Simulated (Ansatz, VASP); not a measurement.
# TiSi2 in VASP and in Ansatz

```xyz
3
Lattice="-1.4729 1.7121 4.2121 1.4729 -1.7121 4.2121 1.4729 1.7121 -4.2121" Properties=species:S:1:pos:R:3 pbc="T T T"
Ti    0.0000    0.0000    0.0000
Si    0.0000    0.0000    5.6448
Si    0.0000    0.0000    2.7793
```

Alike in both runs: task relaxation of cell and atoms; functional revPBE; k mesh 12 × 12 × 12; occupations fermi-dirac, width 0.05 eV; no spin polarisation.

|  | VASP | Ansatz |
| --- | --- | --- |
| version | VASP 6.6.1 | Ansatz 0.2.0 |
| potentials or method | VASP PAW PBE potentials, release 64 (Ti_sv, Si) | Ansatz PAW |
| plane-wave cutoff (eV) | 600 | 420 |
| valence electrons in the cell | 20 | 20 |

Ansatz gave:

* gap on the k mesh at the Fermi level, each at its own relaxed structure (eV): none
* relaxed volume (Å³/atom): 14.39
* relaxed length of the cell vector where the two differ most in proportion (Å): 4.795

Estimate VASP's values.

gap on the k mesh at the Fermi level, each at its own relaxed structure (eV): none; relaxed volume (Å³/atom): 14.35; relaxed length of the cell vector where the two differ most in proportion (Å): 4.790.

VASP's potentials were made for PBE, not for revPBE. A gap of «none» marks a metal or a gap that the smearing closes.

Noted on Ansatz's run: the plane-wave basis is chosen anew once the cell has moved, so the energies of steps on either side of that aren't comparable.
